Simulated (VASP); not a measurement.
Write the native input for VASP 6.6.1 that does the following.

```
Task                            : G0W0 quasiparticle levels
Functional                      : PBE
Potentials or basis             : VASP PAW PBE potentials, release 64 (Na_sv_GW, F_GW)
Cutoff                          : 500 eV
k mesh                          : 6 × 6 × 6
Occupations                     : gaussian, width 0.01 eV
Spin                            : no spin polarisation
Dipole correction               : no
GW scheme                       : G0W0
GW iterations                   : 1
Cutoff of the response function : 150
Frequency points                : 96
Empty bands                     : 119
Further INCAR settings          : ALGO = EVGW0; EDIFF = 1e-08; NBANDS = 127
```

The system is NaF.

```xyz
2
Lattice="0.0000 2.4300 2.4300 2.4300 0.0000 2.4300 2.4300 2.4300 0.0000" Properties=species:S:1:pos:R:3 pbc="T T T"
Na    0.0000    0.0000    0.0000
F     1.2150    1.2150    1.2150
```

These files were run (other wordings do the same):

POSCAR

```
NaF
1.0
    0.0000000000      2.4300108974      2.4300108974
    2.4300108974      0.0000000000      2.4300108974
    2.4300108974      2.4300108974      0.0000000000
Na F
1 1
Direct
    0.0000000000      0.0000000000      0.0000000000
    0.2500000000      0.2500000000      0.2500000000
```

INCAR.step1

```
PREC = Accurate
ENCUT = 500
EDIFF = 1E-8
ISMEAR = 0
SIGMA = 0.01
LREAL = False
LASPH = True
NELM = 100
ALGO = Normal
LWAVE = True
LCHARG = False
GGA = PE
```

INCAR.step2

```
PREC = Accurate
ENCUT = 500
EDIFF = 1E-8
ISMEAR = 0
SIGMA = 0.01
LREAL = False
LASPH = True
NELM = 1
ALGO = Exact
LWAVE = True
LCHARG = False
GGA = PE
NBANDS = 127
LOPTICS = True
ISTART = 1
```

INCAR.step3

```
PREC = Accurate
ENCUT = 500
EDIFF = 1E-8
ISMEAR = 0
SIGMA = 0.01
LREAL = False
LASPH = True
ALGO = EVGW0
LWAVE = False
LCHARG = False
GGA = PE
NELMGW = 1
NBANDS = 127
ENCUTGW = 150.0
NOMEGA = 96
PRECFOCK = Fast
ISTART = 1
NBANDSGW = 16
OMEGAMAX = 20
```

KPOINTS

```
Automatic mesh
0
Gamma
  6 6 6
```

Potentials or basis: VASP PAW PBE potentials, release 64 (Na_sv_GW, F_GW).

Command:

```sh
$ cat potpaw_PBE.64/Na_sv_GW/POTCAR potpaw_PBE.64/F_GW/POTCAR > POTCAR
$ cp INCAR.step1 INCAR
$ mpirun -np 1 vasp_std > vasp.out
$ cp INCAR.step2 INCAR
$ mpirun -np 1 vasp_std > vasp.out
$ cp INCAR.step3 INCAR
$ mpirun -np 1 vasp_std > vasp.out
```

It gave:

```yaml
Quasiparticle_gap: 10.24 eV
Least_direct_quasiparticle_gap: 10.24 eV
Band_gap_of_the_starting_levels_on_the_mesh: 6.06 eV
Least_direct_gap_of_the_starting_levels_on_the_mesh: 6.06 eV
```

Caveat: the k points lie up to 0.37 Å⁻¹ apart; bands, screening cutoff and mesh are small and nothing is extrapolated, so the quasiparticle values aren't converged; the structure was generated, so it needn't be the stable form of NaF.

Wall time 7.8 min on 1 thread of Intel(R) Xeon(R) 6975P-C (Granite Rapids), with other jobs on the host, peak memory 0.63 GiB.
